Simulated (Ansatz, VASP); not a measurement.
One calculation of SiC, two programs

```
Si C
1.0
     3.04460    0.00000    0.00000
    -1.52230    2.63670    0.00000
     0.00000    0.00000    5.05726
Si C
2 2
Direct
  0.33333 0.66667 0.00021
  0.66667 0.33333 0.50021
  0.33333 0.66667 0.37479
  0.66667 0.33333 0.87479
```

Change from the starting cell: epitaxial_xy strain -1.0%.

Alike in both runs: task single point; functional HSE06; k mesh 6 × 6 × 4; no spin polarisation.

```csv
,VASP,Ansatz
version,VASP 6.6.1,Ansatz 0.2.0
potentials or method,"VASP PAW PBE potentials, release 64 (Si, C)","plane waves, PAW"
plane-wave cutoff (eV),520,420
occupations,"gaussian, width 0.01 eV",fixed
valence electrons in the cell,16,16
```

|  | VASP | Ansatz | Ansatz less VASP |
| --- | --- | --- | --- |
| gap on the k mesh at the Fermi level (eV) | 3.04 | 3.04 | -0.001 |
| pressure (GPa) | 2.8 | 3.2 | +0.41 |
| traceless stress, the component that is largest in VASP (GPa) | -4.68 | -4.70 | -0.022 |
| rms of the force components (eV/Å) | 0.009 | 0.008 | -0.0003 |

Atom by atom the forces differ by 0.000 eV/Å (rms over components). Ansatz's warnings: stress exchange threshold loose, stress scf threshold loose.
